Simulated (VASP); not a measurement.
Wanted: the native input for a VASP 6.6.1 run.

```yaml
Task: single point
Functional: LDA
Potentials_or_basis: VASP PAW LDA potentials, release 64 (B, Sb, N)
Cutoff: 520 eV
k_mesh: 15 × 15 × 6
Occupations: gaussian, width 0.1 eV
Spin: no spin polarisation
Dipole_correction: no
Further_INCAR_settings: ALGO = Normal; EDIFF = 1e-07; NBANDS = 16
```

The structure of B2SbN lies in POSCAR:

```
B2SbN
1.0
    3.2975574149      0.0000000000      0.0000000000
   -1.6487787074      2.8557684917      0.0000000000
    0.0000000000      0.0000000000      6.9724627911
B Sb N
2 1 1
Direct
    0.3333333333      0.6666666667      0.0000000000
    0.6666666667      0.3333333333      0.5000000000
    0.3333333333      0.6666666667      0.5000000000
    0.6666666667      0.3333333333      0.0000000000
```

One way to write it, as run:

INCAR

```
PREC = Accurate
ENCUT = 520
EDIFF = 1E-7
ISMEAR = 0
SIGMA = 0.1
LREAL = False
LASPH = True
NELM = 100
ALGO = Normal
ISIF = 2
LWAVE = False
LCHARG = False
NBANDS = 16
```

KPOINTS

```
Automatic mesh
0
Gamma
  15 15 6
```

Potentials or basis: VASP PAW LDA potentials, release 64 (B, Sb, N).

Command:

```console
$ cat potpaw_LDA.64/B/POTCAR potpaw_LDA.64/Sb/POTCAR potpaw_LDA.64/N/POTCAR > POTCAR
$ mpirun -np 1 vasp_std > vasp.out
```

Results of the run:

```
Pressure               : 1.4 GPa
Band gap on the k mesh : zero (bands 8 and 9 overlap by 0.61 eV)
```

Caveat: semilocal functionals underestimate gaps, so a narrow gap can read as zero; spin-orbit coupling is left out, which moves the levels of the heavy elements.

It took 49 s on 1 thread of Intel(R) Xeon(R) 6975P-C (Granite Rapids), with other jobs on the host, peak memory 0.25 GiB.
